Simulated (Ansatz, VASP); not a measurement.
## Ir: VASP beside Ansatz

```
CELL_PARAMETERS angstrom
0.00000 1.92285 1.92285
1.92285 0.00000 1.92285
1.92285 1.92285 0.00000
ATOMIC_POSITIONS crystal
Ir 0.00000 0.00000 0.00000
```

Alike in both runs: task single point; functional r2SCAN; k mesh 14 × 14 × 14; occupations methfessel-paxton of order 1, width 0.3 eV; no spin polarisation.

|  | VASP | Ansatz |
| --- | --- | --- |
| version | VASP 6.6.1 | Ansatz 0.2.0 |
| potentials or method | VASP PAW PBE potentials, release 64 (Ir), cutoff 520 eV | plane waves (500 eV) with PAW, scalar-relativistic |
| valence electrons in the cell | 9 | 17 |

|  | VASP | Ansatz | Ansatz less VASP |
| --- | --- | --- | --- |
| pressure (GPa) | 2.2 | -0.3 | -2.46 |

VASP's potentials were made for PBE, not for r2SCAN. VASP's potentials hold 9 valence electrons a cell and Ansatz's 17, so a difference there can come from the potentials and not from the codes.

Spin-orbit coupling is off throughout.
